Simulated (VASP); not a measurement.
A run of VASP 6.6.1 is set up as follows.

INCAR

```
SYSTEM = Ir
PREC = Accurate
ENCUT = 520
EDIFF = 1E-8
ISMEAR = -1
SIGMA = 0.03
LREAL = .False.
LASPH = .True.
NELM = 80
ALGO = Normal
ISIF = 2
LWAVE = .False.
LCHARG = .False.
GGA = PS
LEFG = .True.
NBANDS = 10
```

KPOINTS

```
Automatic mesh
0
Gamma
  18 18 18
  0 0 0
```

File POSCAR:

```
Ir
1.0
    0.0000000000      1.9269646676      1.9269646676
    1.9269646676      0.0000000000      1.9269646676
    1.9269646676      1.9269646676      0.0000000000
Ir
1
Direct
    0.0000000000      0.0000000000      0.0000000000
```

Potentials or basis: VASP PAW PBE potentials, release 64 (Ir).

Launch:

```console
$ cat potpaw_PBE.64/Ir/POTCAR > POTCAR
$ mpirun -np 1 vasp_std > vasp.out
```

(1) Predict the pressure.

## Answers

(1) -6.0 GPa.

Caveat: without QUAD_EFG the Cq values of the log hold for a quadrupole moment of 1 mb, not for the nuclei; the PAW data sets were made with another functional, which shifts forces and pressure a little.
